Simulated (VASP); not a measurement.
Input of a VASP 6.6.1 run:

File INCAR:

```
SYSTEM = AlN
PREC = Accurate
ENCUT = 600
EDIFF = 1E-8
ISMEAR = 0
SIGMA = 0.01
LREAL = .False.
LASPH = .True.
NELM = 80
ALGO = Normal
ISIF = 3
LWAVE = .False.
LCHARG = .False.
GGA = CA
IBRION = 6
NFREE = 2
POTIM = 0.015
NSW = 1
```

The input KPOINTS:

```
Automatic mesh
0
Gamma
  10 10 10
  0 0 0
```

Contents of POSCAR:

```
AlN
1.0
    0.0000000000      2.1485821570      2.1485821570
    2.1485821570      0.0000000000      2.1485821570
    2.1485821570      2.1485821570      0.0000000000
Al N
1 1
Direct
    0.0000000000      0.0000000000      0.0000000000
    0.2500000000      0.2500000000      0.2500000000
```

Potentials or basis: VASP PAW LDA potentials, release 64 (Al, N).

The run is started by

```console
$ cat potpaw_LDA.64/Al/POTCAR potpaw_LDA.64/N/POTCAR > POTCAR
$ mpirun -np 1 vasp_std > vasp.out
```

Question: What does it give for the elastic constants C11, C12, C44?

Answer: 318, 190, 194 GPa.

Question: Estimate the Voigt bulk modulus.

Answer: 233 GPa.

Question: Estimate the highest phonon frequency at Γ, LO-TO splitting left out.

Answer: 701 cm⁻¹.

Clamped-ion elastic tensor (GPa):
```
318 190 190   0   0   0
190 318 190   0   0   0
190 190 318   0   0   0
  0   0   0 258   0   0
  0   0   0   0 258   0
  0   0   0   0   0 258
```

Caveat: the cell is under stress, which shifts elastic constants.
